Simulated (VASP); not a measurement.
Write the native input for VASP 6.6.1 that does the following.

```
Task                   : single point
Functional             : r2SCAN
Potentials or basis    : VASP PAW PBE potentials, release 64 (Ni)
Cutoff                 : 520 eV
k mesh                 : 11 × 11 × 11
Occupations            : fermi-dirac, width 0.05 eV
Spin                   : collinear spin, ferromagnetic start
Starting moments       : [0.82] μB
Fixed moment           : 0.82 μB
Dipole correction      : no
Further INCAR settings : ALGO = Normal; EDIFF = 1e-07; NBANDS = 15
```

Ni:

```
Ni
1.0
     0.00000    1.76715    1.76715
     1.76715    0.00000    1.76715
     1.76715    1.76715    0.00000
Ni
1
Direct
  0.00000 0.00000 0.00000
```

The input as run:

POSCAR

```
Ni
1.0
    0.0000000000      1.7671500000      1.7671500000
    1.7671500000      0.0000000000      1.7671500000
    1.7671500000      1.7671500000      0.0000000000
Ni
1
Direct
    0.0000000000      0.0000000000      0.0000000000
```

INCAR.step1

```
SYSTEM = Ni
PREC     = Accurate       ! precision mode
ENCUT    = 520            ! plane-wave cutoff, eV
ISMEAR   = -1             ! smearing method
SIGMA    = 0.05           ! smearing width, eV
LREAL    = .False.        ! projectors in reciprocal space
LASPH    = .True.         ! aspherical terms in the spheres
NELM     = 150            ! most SCF steps
ISPIN    = 2              ! spin polarisation
MAGMOM   = 0.82           ! initial moments
NUPDOWN  = 0.82           ! fixed moment
LMAXMIX  = 4              ! l up to which the mixer works
NBANDS   = 15             ! bands
GGA      = PE             ! functional
ALGO     = Normal         ! electronic algorithm
EDIFF    = 1E-4           ! SCF threshold, eV
LWAVE    = .True.         ! write WAVECAR
LCHARG   = .False.        ! write CHGCAR
```

INCAR.step2

```
SYSTEM = Ni
PREC     = Accurate       ! precision mode
ENCUT    = 520            ! plane-wave cutoff, eV
EDIFF    = 1E-7           ! SCF threshold, eV
ISMEAR   = -1             ! smearing method
SIGMA    = 0.05           ! smearing width, eV
LREAL    = .False.        ! projectors in reciprocal space
LASPH    = .True.         ! aspherical terms in the spheres
NELM     = 150            ! most SCF steps
ALGO     = Normal         ! electronic algorithm
ISIF     = 2              ! what is computed and relaxed
LWAVE    = .False.        ! write WAVECAR
LCHARG   = .False.        ! write CHGCAR
ISPIN    = 2              ! spin polarisation
MAGMOM   = 0.82           ! initial moments
LORBIT   = 11             ! projections on sites
NUPDOWN  = 0.82           ! fixed moment
LMAXMIX  = 4              ! l up to which the mixer works
METAGGA  = R2SCAN         ! meta-GGA
LMIXTAU  = .True.       
NBANDS   = 15             ! bands
ISTART   = 1
```

KPOINTS

```
Automatic mesh
0
Gamma
  11 11 11
  0 0 0
```

Potentials or basis: VASP PAW PBE potentials, release 64 (Ni).

Launch:

```bash
$ cat potpaw_PBE.64/Ni/POTCAR > POTCAR
$ cp INCAR.step1 INCAR
$ mpirun -np 1 vasp_std > vasp.out
$ cp INCAR.step2 INCAR
$ mpirun -np 1 vasp_std > vasp.out
```

Results of the run:

```
Pressure                                              : -8.0 GPa
Net moment                                            : 0.82 μB per cell
Site moments                                          : Ni +0.84 μB
Valence electrons inside the program's atomic spheres : Ni 9.32
```

Caveat: the PAW data sets were made with another functional, which shifts forces and pressure a little; the total moment is fixed, so each spin has its own Fermi level.

Wall time 40 s on 1 thread of Intel(R) Xeon(R) 6975P-C (Granite Rapids), on a shared host, peak memory 0.14 GiB.
